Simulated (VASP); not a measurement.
Wanted: the native input for a VASP 6.6.1 run.

```yaml
Task: single point
Functional: PBE
Potentials_or_basis: VASP PAW PBE potentials, release 64 (Cs_sv, Sn_d, I)
Cutoff: 520 eV
k_mesh: 2 × 2 × 1
Occupations: gaussian, width 0.1 eV
Spin: no spin polarisation
Dipole_correction: no
Further_INCAR_settings: ALGO = Normal; EDIFF = 1e-06; NBANDS = 55
```

The structure of CsSnI3 lies in POSCAR:

```
CsSnI3
1.0
    6.2888941537      0.0000000000      0.0000000000
    0.0000000000      6.2888941537      0.0000000000
    0.0000000000      0.0000000000     12.5754072777
Cs Sn I
2 2 6
Direct
    0.0000000000      0.0000000000      0.0008381900
    0.0000000000      0.0000000000      0.5008381900
    0.5000000000      0.5000000000      0.2513292047
    0.5000000000      0.5000000000      0.7513292047
    1.0000000000      0.5000000000      0.2492090462
    1.0000000000      0.5000000000      0.7492090462
    0.5000000000      0.5000000000      0.4994145179
    0.5000000000      0.5000000000      0.9994145179
    0.5000000000      1.0000000000      0.2492090462
    0.5000000000      1.0000000000      0.7492090462
```

These files were run (other wordings do the same):

INCAR

```
SYSTEM = CsSnI3
ALGO     = Normal         ! electronic algorithm
EDIFF    = 1E-6           ! SCF threshold, eV
ENCUT    = 520            ! plane-wave cutoff, eV
GGA      = PE             ! functional
ISIF     = 2              ! what is computed and relaxed
ISMEAR   = 0              ! smearing method
LASPH    = .TRUE.         ! aspherical terms in the spheres
LCHARG   = .FALSE.        ! write CHGCAR
LREAL    = .FALSE.        ! projectors in reciprocal space
LWAVE    = .FALSE.        ! write WAVECAR
NBANDS   = 55             ! bands
NELM     = 100            ! most SCF steps
PREC     = Accurate       ! precision mode
SIGMA    = 0.1            ! smearing width, eV
```

KPOINTS

```
k-points
0
G
  2 2 1
  0 0 0
```

Potentials or basis: VASP PAW PBE potentials, release 64 (Cs_sv, Sn_d, I).

Run with:

```console
$ cat potpaw_PBE.64/Cs_sv/POTCAR potpaw_PBE.64/Sn_d/POTCAR potpaw_PBE.64/I/POTCAR > POTCAR
$ mpirun -np 1 vasp_std > vasp.out
```

Results of the run:

```yaml
Pressure: 1.3 GPa
Largest_force: 0.078 eV/Å
Band_gap_on_the_k_mesh: 0.41 eV
```

Caveat: the k points lie up to 0.50 Å⁻¹ apart; spin-orbit coupling is left out, which moves the levels of the heavy elements.

Run time: 2.6 min on 1 thread of Intel(R) Xeon(R) Platinum 8259CL CPU @ 2.50GHz (Skylake/Cascade Lake) (shared host), peak memory 0.53 GiB.
